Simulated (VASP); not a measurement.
# Au: single point with PBE

Au:

```
Au
1.0
     2.90000    0.00000    0.00000
    -1.45000    2.51147    0.00000
     0.00000    0.00000    4.88000
Au
2
Cartesian
  2.1835 1.8804 3.6600
  1.4415 0.6311 1.2200
```

| Property | Result |
| --- | --- |
| Program | VASP 6.6.1 |
| Task | single point |
| Functional | PBE |
| Potentials or basis | VASP PAW PBE potentials, release 64 (Au) |
| Cutoff | 520 eV |
| k mesh | 9 × 9 × 5 |
| Occupations | fermi-dirac, width 0.05 eV |
| Spin | no spin polarisation |

```
Pressure               : 2.9 GPa
Largest force          : 0.006 eV/Å
Band gap on the k mesh : zero (band 11 reaches 11.64 eV, above the bottom of band 12 at 6.20 eV)
```

Forces in eV/Å, atoms in the order of the input:
```
Au  -0.001 -0.006  0.000
Au   0.001  0.006  0.000
```

Stress tensor (GPa, compression positive):
```
1.31 1.25 0.00
1.25 2.76 0.00
0.00 0.00 4.55
```

Levels at points of the mesh, in eV from the Fermi level:
| k point | band 9 | band 10 | band 11 | band 12 | band 13 | band 14 |
| --- | --- | --- | --- | --- | --- | --- |
| (0.00, 0.00, 0.00) | -3.29 | -2.47 | -1.61 | -1.08 | 2.55 | 14.13 |

Wall time 17 s on 1 thread of Intel(R) Xeon(R) 6975P-C (Granite Rapids) (shared host), peak memory 0.2 GiB.

Caveat: spin-orbit coupling is left out, which moves the levels of the heavy elements.
